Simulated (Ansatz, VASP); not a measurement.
**Two plane-wave programs on Sc2GaS**

```
CELL_PARAMETERS angstrom
3.69148 -3.69141 0.00000
3.69148 3.69141 0.00000
0.00000 0.00000 3.67737
ATOMIC_POSITIONS crystal
Sc 0.50000 0.00000 0.00000
Sc 0.00000 0.50000 0.00000
Ga 0.00000 0.00000 0.00000
S 0.50000 0.50000 0.00000
```

Alike in both runs: functional PBE; k mesh 10 × 10 × 14; occupations gaussian, width 0.1 eV; no spin polarisation.

Ansatz relaxed the structure, and its values are those at the end. VASP's run is a single point on that final structure, the one shown.

|  | VASP | Ansatz |
| --- | --- | --- |
| version | VASP 6.6.1 | Ansatz 0.2.0 |
| potentials or method | VASP PAW PBE potentials, release 64 (Sc_sv, Ga_d, S), cutoff 520 eV | scalar-relativistic, plane waves, PAW |
| valence electrons in the cell | 41 | 41 |

VASP gave:

```
gap on the k mesh at the Fermi level (eV) : none
pressure (GPa)                            : 0.1
```

Problem. What did Ansatz give for the same quantities?

Solution. gap on the k mesh at the Fermi level (eV): none; pressure (GPa): 0.0.

A gap of «none» marks a metal or a gap that the smearing closes. With one functional, cell and mesh, what is left measures potentials, basis and numerics.
